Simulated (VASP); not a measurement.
A run of VASP 6.6.1 is set up as follows.

The input INCAR:

```
PREC = Accurate
ENCUT = 520
EDIFF = 1E-8
ISMEAR = 0
SIGMA = 0.01
LREAL = F
LASPH = T
NELM = 60
ALGO = Normal
ISIF = 2
LWAVE = F
LCHARG = T
GGA = PS
NBANDS = 11
IBRION = 8
NSW = 1
LEPSILON = T
```

Contents of KPOINTS:

```
regular mesh
0
Gamma
  10 10 10
```

Contents of POSCAR:

```
BP
1.0
    0.0000000000      2.2600863986      2.2600863986
    2.2600863986      0.0000000000      2.2600863986
    2.2600863986      2.2600863986      0.0000000000
B P
1 1
Direct
    0.0000000000      0.0000000000      0.0000000000
    0.7500000000      0.7500000000      0.7500000000
```

Potentials or basis: VASP PAW PBE potentials, release 64 (B, P).

Command:

```console
$ cat potpaw_PBE.64/B/POTCAR potpaw_PBE.64/P/POTCAR > POTCAR
$ mpirun -np 1 vasp_std > vasp.out
```

(1) Estimate the electronic dielectric tensor (diagonal).

(2) Estimate the Born charges (mean of the diagonal).

(3) Predict the highest phonon frequency at Γ, LO-TO splitting left out.

## Answers

(1) 9.43.

(2) B -0.54; P +0.54 e.

(3) 811 cm⁻¹.
